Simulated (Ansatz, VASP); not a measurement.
## Two plane-wave programs on As2H

Contents of INCAR:

```
ALGO = Normal
DIPOL = 0.5 0.5 0.327
EDIFF = 1E-7
ENCUT = 520
GGA = PE
IDIPOL = 3
ISIF = 2
ISMEAR = 0
ISPIN = 2
IVDW = 12
LASPH = T
LCHARG = T
LDIPOL = T
LELF = T
LORBIT = 11
LREAL = F
LVACPOTAV = T
LVHAR = T
LWAVE = F
MAGMOM = 0 0 1
NBANDS = 16
NELM = 150
PREC = Accurate
SIGMA = 0.05
```

KPOINTS

```
k-points
0
Gamma
  9 9 1
```

Contents of POSCAR:

```
As2H
1.0
    3.5713387681      0.0000000000      0.0000000000
   -1.7856693841      3.0928700987      0.0000000000
    0.0000000000      0.0000000000     18.3976402524
As H
2 1
Direct
    0.3333333333      0.6666666667      0.2933876398
    0.6666666667      0.3333333333      0.2174191877
    0.6666666667      0.6666666667      0.4700407299
```

Input for Ansatz:

```yaml
crystal:
  lattice:
    - [3.5713387681, 0.0, 0.0]
    - [-1.7856693841, 3.0928700987, 0.0]
    - [0.0, 0.0, 18.3976402524]
  atoms:
    - { symbol: As, position: [0.3333333333, 0.6666666667, 0.2933876398] }
    - { symbol: As, position: [0.6666666667, 0.3333333333, 0.2174191877] }
    - { symbol: H, position: [0.6666666667, 0.6666666667, 0.4700407299], spin: 1.0 }
basis:
  ecutwfc: 420
kpoints:
  mp_grid: { grid: [9, 9, 1] }
hamiltonian:
  xc: pbe
  dispersion: d3bj
scf:
  occupations: { method: gaussian, width: 0.05 }
output:
  forces: true
  eigenvalues: true
  populations: true
magnetization:
  spin_polarized: true
efield:
  axis: 3
  dipole_correction: true
  ramp_width: 0.04
```

Alike in both runs: task single point; functional PBE; dispersion D3(BJ); k mesh 9 × 9 × 1; occupations gaussian, width 0.05 eV; collinear spin.

|  | VASP | Ansatz |
| --- | --- | --- |
| version | VASP 6.6.1 | Ansatz 0.2.0 |
| potentials or method | VASP PAW PBE potentials, release 64 (As, H), cutoff 520 eV | scalar-relativistic, plane waves, PAW |
| valence electrons in the cell | 11 | 31 |

```csv
,VASP,Ansatz,Ansatz less VASP
gap on the k mesh at the Fermi level (eV),1.49,1.48,-0.004
least direct gap on the mesh (eV),1.84,1.84,+0.002
rms of the force components (eV/Å),0.051,0.017,-0.0340
net moment per atom (μB),0.33,0.33,0.000
size of the moment on the site where the two differ most (μB),0.38,0.92,+0.537
```

Site moments also hang on the region over which each program counts them. Atom by atom the forces differ by 0.043 eV/Å (rms over components). VASP's potentials hold 11 valence electrons a cell and Ansatz's 31, so a difference there can come from the potentials and not from the codes. Ansatz's warnings: stability check not made.
